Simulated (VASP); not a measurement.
# BaTiO3 (P4/mmm) in VASP: notebook

BaTiO3 is run at these levels: PBE; tasks: single point.

Everything below comes from runs of VASP 6.6.1. Logs are shortened: lines on timing, memory, paths and dates and some standing lists are left out, and cuts for length are marked.

**1. The cell of the first run**

It takes space group P4/mmm (No. 123, tetragonal). The conventional cell has a = 4.006 Å, b = 4.006 Å, c = 3.926 Å, α = 90.00°, β = 90.00°, γ = 90.00°. Within 3.7 Å of Ba (site symmetry 4/mmm) lie 12 O at 2.80 to 2.83 Å and 8 Ti at 3.45 Å. Within 2.6 Å of Ti (site symmetry 4/mmm) lie 6 O at 1.96 to 2.00 Å. Within 2.7 Å of O (site symmetry mmm) lie 2 Ti at 2.00 Å. O (site symmetry 4/mmm) has 2 Ti at 1.96 Å within 2.6 Å.

**2. Single point, PBE (z stretched by -2 %, then relaxed in part)**

Input file INCAR:

```
PREC     = Accurate       # precision mode
ENCUT    = 520            # plane-wave cutoff, eV
EDIFF    = 1E-6           # SCF threshold, eV
ISMEAR   = -1             # smearing method
SIGMA    = 0.02           # smearing width, eV
LREAL    = False          # projectors in reciprocal space
LASPH    = True           # aspherical terms in the spheres
NELM     = 60             # most SCF steps
ALGO     = Normal         # electronic algorithm
ISIF     = 2              # what is computed and relaxed
LWAVE    = False          # write WAVECAR
LCHARG   = False          # write CHGCAR
GGA      = PE             # functional
NBANDS   = 28             # bands
```

Input file KPOINTS:

```
regular mesh
0
Gamma
  8 8 8
```

Input file POSCAR:

```
BaTiO3
1.0
    4.0060000000      0.0000000000      0.0000000000
    0.0000000000      4.0060000000      0.0000000000
    0.0000000000      0.0000000000      3.9258800000
Ba Ti O
1 1 3
Direct
    0.5000000000      0.5000000000      0.5000000000
    0.0000000000      0.0000000000      0.0000000000
    0.5000000000      0.0000000000      0.0000000000
    0.0000000000      0.5000000000      0.0000000000
    0.0000000000      0.0000000000      0.5000000000
```

Potentials or basis: VASP PAW PBE potentials, release 64 (Ba_sv, Ti_sv, O).

Started as:

```
$ cat potpaw_PBE.64/Ba_sv/POTCAR potpaw_PBE.64/Ti_sv/POTCAR potpaw_PBE.64/O/POTCAR > POTCAR
$ mpirun -np 1 vasp_std > vasp.out
```

OUTCAR:

```text
PREC = Accurate
   ENCUT = 520
   EDIFF = 1E-6
   ISMEAR = -1
   LREAL = False
   LASPH = True
   NELM = 60
   ISIF = 2
   GGA = PE

 ion  position               nearest neighbor table
   1  0.500  0.500  0.500-   3 2.80   4 2.80   3 2.80   4 2.80   3 2.80   3 2.80   4 2.80   4 2.80
                             5 2.83   5 2.83   5 2.83   5 2.83   2 3.45   2 3.45   2 3.45   2 3.45
   2  0.000  0.000  0.000-   5 1.96   5 1.96   3 2.00   4 2.00   4 2.00   3 2.00   1 3.45   1 3.45
                             1 3.45   1 3.45   1 3.45   1 3.45   1 3.45   1 3.45
   3  0.500  0.000  0.000-   2 2.00   2 2.00   1 2.80   1 2.80   1 2.80   1 2.80
   4  0.000  0.500  0.000-   2 2.00   2 2.00   1 2.80   1 2.80   1 2.80   1 2.80
   5  0.000  0.000  0.500-   2 1.96   2 1.96   1 2.83   1 2.83   1 2.83   1 2.83

  LATTYP: Found a simple tetragonal cell.
 ALAT       =     4.0060000000
 C/A-ratio  =     0.9800000000

  Lattice vectors:

 A1 = (   4.0060000000,   0.0000000000,   0.0000000000)
 A2 = (   0.0000000000,   4.0060000000,   0.0000000000)
 A3 = (   0.0000000000,   0.0000000000,   3.9258800000)

Analysis of symmetry for initial positions (statically):
=====================================================================
 Subroutine PRICEL returns:
 Original cell was already a primitive cell.

 Routine SETGRP: Setting up the symmetry group for a
 simple tetragonal supercell.

 Subroutine GETGRP returns: Found 16 space group operations
 (whereof 16 operations were pure point group operations)
 out of a pool of 16 trial point group operations.

The static configuration has the point symmetry D_4h.

Analysis of symmetry for dynamics (positions and initial velocities):
=====================================================================
 Subroutine PRICEL returns:
 Original cell was already a primitive cell.

 Routine SETGRP: Setting up the symmetry group for a
 simple tetragonal supercell.

 Subroutine GETGRP returns: Found 16 space group operations
 (whereof 16 operations were pure point group operations)
 out of a pool of 16 trial point group operations.

The dynamic configuration has the point symmetry D_4h.

 Subroutine INISYM returns: Found 16 space group operations
 (whereof 16 operations are pure point group operations),
 and found     1 'primitive' translations

----------------------------------------------------------------------------------------

                                     Primitive cell

  volume of cell :      63.0027

  direct lattice vectors                    reciprocal lattice vectors
     4.006000000  0.000000000  0.000000000     0.249625562  0.000000000  0.000000000
     0.000000000  4.006000000  0.000000000     0.000000000  0.249625562  0.000000000
     0.000000000  0.000000000  3.925880000     0.000000000  0.000000000  0.254719961

  length of vectors
     4.006000000  4.006000000  3.925880000     0.249625562  0.249625562  0.254719961

  position of ions in fractional coordinates (direct lattice)
     0.500000000  0.500000000  0.500000000
     0.000000000  0.000000000  0.000000000
     0.500000000  0.000000000  0.000000000
     0.000000000  0.500000000  0.000000000
     0.000000000  0.000000000  0.500000000

  ion indices of the primitive-cell ions
   primitive index   ion index
                 1           1
                 2           2
                 3           3
                 4           4
                 5           5

----------------------------------------------------------------------------------------

 KPOINTS: regular mesh

Automatic generation of k-mesh.
 Grid dimensions read from file:
 generate k-points for:    8    8    8

 Generating k-lattice:

  Cartesian coordinates                     Fractional coordinates (reciprocal lattice)
     0.031203195  0.000000000  0.000000000     0.125000000  0.000000000  0.000000000
     0.000000000  0.031203195  0.000000000     0.000000000  0.125000000  0.000000000
     0.000000000  0.000000000  0.031839995     0.000000000  0.000000000  0.125000000

  Length of vectors
     0.031203195  0.031203195  0.031839995

  Shift w.r.t. Gamma in fractional coordinates (k-lattice)
     0.000000000  0.000000000  0.000000000

 Subroutine IBZKPT returns following result:
 ===========================================

 Found     75 irreducible k-points:

 Following reciprocal coordinates:
            Coordinates               Weight
  0.000000  0.000000  0.000000      1.000000
  0.125000  0.000000  0.000000      4.000000
  0.250000  0.000000  0.000000      4.000000
  0.375000  0.000000  0.000000      4.000000
  0.500000  0.000000  0.000000      2.000000
  0.125000  0.125000  0.000000      4.000000
[... 16 lines left out ...]
  0.375000  0.125000  0.125000     16.000000
  0.500000  0.125000  0.125000      8.000000
 [... further k-points ...]
   k-points           NKPTS =     75   k-points in BZ     NKDIM =     75   number of bands    NBANDS=     28
   number of dos      NEDOS =    301   number of ions     NIONS =      5
   total plane-waves  NPLWV =  27000
   dimension x,y,z NGX =    30 NGY =   30 NGZ =   30
   dimension x,y,z NGXF=    60 NGYF=   60 NGZF=   60
   ions per type =               1   1   3
   NGX,Y,Z   is equivalent  to a cutoff of  12.45, 12.45, 12.70 a.u.
   NGXF,Y,Z  is equivalent  to a cutoff of  24.90, 24.90, 25.41 a.u.
 SYSTEM =  unknown system
   PREC   = accura    normal or accurate (medium, high low for compatibility)
   ISTART =      0    job   : 0-new  1-cont  2-samecut
   ICHARG =      2    charge: 1-file 2-atom 10-const
   ISPIN  =      1    spin polarized calculation?
   LNONCOLLINEAR =      F non collinear calculations
   LSORBIT =      F    spin-orbit coupling
   LASPH  =      T    aspherical Exc in radial PAW
   ENCUT  =  520.0 eV  38.22 Ry    6.18 a.u.   7.45  7.45  7.30*2*pi/ulx,y,z
   NELM   =     60;   NELMIN=  2; NELMDL= -5     # of ELM steps
   EDIFF  = 0.1E-05   stopping-criterion for ELM
   LREAL  =      F    real-space projection
   EDIFFG = 0.1E-04   stopping-criterion for IOM
   NSW    =      0    number of steps for IOM
   IBRION =     -1    ionic relax: 0-MD 1-quasi-New 2-CG
   NFREE  =      0    steps in history (QN), initial steepest desc. (CG)
   ISIF   =      2    stress and relaxation
   ISYM   =      2    0-nonsym 1-usesym 2-fastsym
   POTIM  = 0.5000    time-step for ionic-motion
   TEBEG  =    0.0;   TEEND  =   0.0 temperature during run
   PSTRESS=    0.0 pullay stress
   NELECT =      40.0000    total number of electrons
   NUPDOWN=      -1.0000    fix difference up-down
   EMIN   =  10.00;   EMAX   =-10.00  energy-range for DOS
   EFERMI =   0.00;   METHOD = LEGACY
   ISMEAR =    -1;   SIGMA  =   0.02  broadening in eV -4-tet -1-fermi 0-gaus
   EFERMI_NEDOS =   21; number of points for ismear=-14 and -15
   IALGO  =     38    algorithm
   IMIX   =      4    mixing-type and parameters
     AMIX     =   0.40;   BMIX     =  1.00
     AMIX_MAG =   1.60;   BMIX_MAG =  1.00
  volume/ion in A,a.u.               =      12.60        85.03
  Fermi-wavevector in a.u.,A,eV,Ry     =   1.407047  2.658933 26.936549  1.979781
  Thomas-Fermi vector in A             =   2.529346
   LORBIT       =      0    0 simple, 1 ext, 2 COOP (PROOUT), +10 PAW based schemes
   GGA     = PE    functional components
   LHFCALC =     F    Hartree Fock is set to
   AEXX    =    0.0000 exact exchange contribution
   IVDW    =     0    specifies the selected vdW correction
   LEPSILON=     F    determine dielectric tensor
   LRPA    =     F    only Hartree local field effects (RPA)
 non-spin polarized calculation
  energy-cutoff  :      520.00
  volume of cell :       63.00
 maximum number of plane-waves:      1719
 NGX is ok and might be reduce to    30
   NGX = 15   NGY = 15   NGZ = 15

 number of electron      39.9999983 magnetization

 Free energy of the ion-electron system (eV)
  ---------------------------------------------------
  ext. energy  EPLUGINS =         0.00000000
  ---------------------------------------------------
  free energy    TOTEN  =       -39.91558956 eV

  energy without entropy =      -39.91558956  energy(sigma->0) =      -39.91558956

 E-fermi :   4.5013     XC(G=0): -11.3530

 val. band max:        3.9891306131   @ k =   0.5000   0.5000   0.5000
 cond. band min:       5.7256539722   @ k =   0.0000   0.0000   0.0000
 fundamental gap:      1.7365233591
 Fermi energy:         4.5012964440

 k-point     1 :       0.0000    0.0000    0.0000
  band No.  band energies     occupation
      1     -52.5912      2.00000
      2     -28.8199      2.00000
      3     -28.8089      2.00000
      4     -28.8089      2.00000
      5     -20.8036      2.00000
      6     -12.9765      2.00000
[... 20 lines left out ...]
     27       9.1478      0.00000
     28      11.5549      0.00000

 k-point     2 :       0.1250    0.0000    0.0000
  band No.  band energies     occupation
      1     -52.5910      2.00000
      2     -28.8196      2.00000
      3     -28.8167      2.00000
      4     -28.8086      2.00000
      5     -20.7855      2.00000
      6     -12.9964      2.00000
[... 20 lines left out ...]
     27       9.4511      0.00000
     28      11.9238      0.00000

 k-point     3 :       0.2500    0.0000    0.0000
  band No.  band energies     occupation
      1     -52.5907      2.00000
      2     -28.8353      2.00000
      3     -28.8189      2.00000
      4     -28.8079      2.00000
      5     -20.7414      2.00000
      6     -13.0830      2.00000
[... 20 lines left out ...]
     27      10.2383      0.00000
     28      12.4631      0.00000

 k-point     4 :       0.3750    0.0000    0.0000
  band No.  band energies     occupation
      1     -52.5903      2.00000
      2     -28.8539      2.00000
      3     -28.8182      2.00000
      4     -28.8072      2.00000
      5     -20.6963      2.00000
      6     -13.2019      2.00000
[... 20 lines left out ...]
     27      11.1770      0.00000
     28      12.3360      0.00000

 k-point     5 :       0.5000    0.0000    0.0000
  band No.  band energies     occupation
      1     -52.5902      2.00000
      2     -28.8616      2.00000
      3     -28.8179      2.00000
      4     -28.8069      2.00000
      5     -20.6773      2.00000
      6     -13.2560      2.00000
[... 20 lines left out ...]
     27      11.6397      0.00000
     28      12.2827      0.00000

 k-point     6 :       0.1250    0.1250    0.0000
  band No.  band energies     occupation
      1     -52.5909      2.00000
      2     -28.8193      2.00000
      3     -28.8166      2.00000
      4     -28.8161      2.00000
      5     -20.7684      2.00000
      6     -13.0002      2.00000
[... 463 lines left out ...]
      5     -20.7497      2.00000
      6     -12.9619      2.00000
[... 20 lines left out ...]
     27       9.9955      0.00000
     28      12.1515      0.00000

 k-point    22 :       0.2500    0.1250    0.1250
  band No.  band energies     occupation
      1     -52.5903      2.00000
      2     -28.8345      2.00000
      3     -28.8284      2.00000
      4     -28.8151      2.00000
      5     -20.7100      2.00000
      6     -12.9892      2.00000
[... 20 lines left out ...]
     27      10.7213      0.00000
     28      12.4344      0.00000

 k-point    23 :       0.3750    0.1250    0.1250
  band No.  band energies     occupation
      1     -52.5900      2.00000
      2     -28.8528      2.00000
      3     -28.8276      2.00000
      4     -28.8143      2.00000
      5     -20.6696      2.00000
      6     -13.0625      2.00000
[... 20 lines left out ...]
     27      11.6066      0.00000
     28      12.7693      0.00000

 k-point    24 :       0.5000    0.1250    0.1250
  band No.  band energies     occupation
      1     -52.5898      2.00000
      2     -28.8604      2.00000
      3     -28.8273      2.00000
      4     -28.8140      2.00000
      5     -20.6526      2.00000
      6     -13.1013      2.00000
[... 20 lines left out ...]
     27      11.9866      0.00000
     28      12.9029      0.00000

 [... further k-points ...]
[... 5 lines left out ...]
  --------------------------------------------------------------------------------------
  -------------------------------------------------------------------------------------
  Total        2.2762551      2.2762551      4.0167860      0.0000000      0.0000000      0.0000000
  in kB       57.8858743     57.8858743    102.1481180      0.0000000      0.0000000      0.0000000
  external PRESSURE =      72.6399555 kB  Pullay stress =       0.0000000 kB

 VOLUME and BASIS-vectors are now :
 -----------------------------------------------------------------------------
  energy-cutoff  :      520.00
  volume of cell :       63.00
      direct lattice vectors                 reciprocal lattice vectors
     4.006000000  0.000000000  0.000000000     0.249625562  0.000000000  0.000000000
     0.000000000  4.006000000  0.000000000     0.000000000  0.249625562  0.000000000
     0.000000000  0.000000000  3.925880000     0.000000000  0.000000000  0.254719961

 POSITION                                       TOTAL-FORCE (eV/Angst)
 -----------------------------------------------------------------------------------
      2.00300      2.00300      1.96294         0.000000      0.000000      0.000000
      0.00000      0.00000      0.00000         0.000000      0.000000      0.000000
      2.00300      0.00000      0.00000         0.000000      0.000000      0.000000
      0.00000      2.00300      0.00000         0.000000      0.000000      0.000000
      0.00000      0.00000      1.96294         0.000000      0.000000      0.000000
 -----------------------------------------------------------------------------------
    total drift:                                0.000000     -0.000000      0.000000

  FREE ENERGIE OF THE ION-ELECTRON SYSTEM (eV)
  ---------------------------------------------------
  free  energy   TOTEN  =       -39.9155895649 eV

  energy  without entropy=      -39.9155895649  energy(sigma->0) =      -39.91558956
```

It took 58 s on 1 thread of Intel Xeon 6975P-C (Granite Rapids), shared host; peak memory 0.26 GiB.

Results:

- Free energy: -39.9156 eV
- Pressure: 7.3 GPa
- Band gap on the k mesh: 1.74 eV, indirect (least direct gap 1.87 eV)

Levels at points of the mesh, in eV from the valence-band top:
```
           k point  band 18  band 19  band 20  band 21  band 22  band 23
(0.00, 0.00, 0.00)    -0.16    -0.16    -0.13     1.74     1.78     1.78
(0.50, 0.00, 0.00)    -1.79    -0.73    -0.71     1.93     3.49     3.50
(0.50, 0.50, 0.00)    -1.00    -1.00    -0.15     3.51     3.51     3.91
(0.00, 0.00, 0.50)    -1.95    -0.75    -0.75     1.92     3.68     3.68
(0.50, 0.00, 0.50)    -0.83    -0.82    -0.10     3.51     3.68     4.03
(0.50, 0.50, 0.50)    -0.05     0.00     0.00     4.19     4.29     4.29
```

Caveat: the cell differs from its parent crystal (z stretched by -2 %, then relaxed in part); spin-orbit coupling is left out, which moves the levels of the heavy elements. A k mesh can miss the band edges.

(Continued in part 2 of 2.)
